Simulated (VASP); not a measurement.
Here is a VASP 6.6.1 calculation.

POSCAR

```
Hf
1.0
    0.0000000000      2.2200000000      2.2200000000
    2.2200000000      0.0000000000      2.2200000000
    2.2200000000      2.2200000000      0.0000000000
Hf
1
Direct
    0.0000000000      0.0000000000      0.0000000000
```

INCAR.step1

```
  PREC = Accurate
  ENCUT = 520
  EDIFF = 1E-5
  ISMEAR = -1
  SIGMA = 0.05
  LREAL = False
  LASPH = True
  NELM = 60
  ALGO = Normal
  ISIF = 2
  LWAVE = True
  GGA = PE
  NBANDS = 11
```

INCAR.step2

```
  PREC = Accurate
  ENCUT = 520
  EDIFF = 1E-7
  ISMEAR = -1
  SIGMA = 0.05
  LREAL = False
  LASPH = True
  NELM = 60
  ALGO = Normal
  ISIF = 2
  LWAVE = False
  LCHARG = True
  GGA = PE
  LHFCALC = True
  AEXX = 0.25
  PRECFOCK = Normal
  LELF = True
  LVHAR = True
  ISTART = 1
  NBANDS = 11
```

KPOINTS

```
regular mesh
0
Gamma
  6 6 6
```

Potentials or basis: VASP PAW PBE potentials, release 64 (Hf_pv).

The run is started by

```console
$ cat potpaw_PBE.64/Hf_pv/POTCAR > POTCAR
$ cp INCAR.step1 INCAR
$ mpirun -np 1 vasp_std > vasp.out
$ cp INCAR.step2 INCAR
$ mpirun -np 1 vasp_std > vasp.out
```

Problem. Estimate the pressure.

Solution. 1.6 GPa.

Problem. Estimate the band gap on the k mesh.

Solution. Zero (bands 5 and 6 overlap by 2.41 eV).

Caveat: the k points lie up to 0.41 Å⁻¹ apart, too coarse for converged energies and pressures of a metal; the PAW data sets were made with another functional, which shifts forces and pressure a little; spin-orbit coupling is left out, which moves the levels of the heavy elements.
